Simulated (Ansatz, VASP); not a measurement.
One calculation of Br, two programs

```
CELL_PARAMETERS angstrom
3.33500 -2.24000 0.00000
3.33500 2.24000 0.00000
0.00000 0.00000 8.72000
ATOMIC_POSITIONS crystal
Br 0.13500 0.86500 0.11000
Br 0.63500 0.36500 0.39000
Br 0.86500 0.13500 0.89000
Br 0.36500 0.63500 0.61000
```

Alike in both runs: task single point; functional PBE; k mesh 7 × 7 × 3; occupations fermi-dirac, width 0.01 eV; no spin polarisation.

```csv
,VASP,Ansatz
version,VASP 6.6.1,Ansatz 0.2.0
potentials or method,"VASP PAW PBE potentials, release 64 (Br), cutoff 520 eV","all-electron LAPW, scalar-relativistic"
```

```csv
,VASP,Ansatz,Ansatz less VASP
gap on the k mesh at the Fermi level (eV),1.90,1.90,+0.008
pressure (GPa),2.9,2.9,-0.02
"traceless stress, the component that is largest in VASP (GPa)",1.95,1.92,-0.035
rms of the force components (eV/Å),0.701,0.691,-0.0092
```

Atom by atom the forces differ by 0.009 eV/Å (rms over components). Ansatz ran all-electron here, and VASP with PAW potentials.
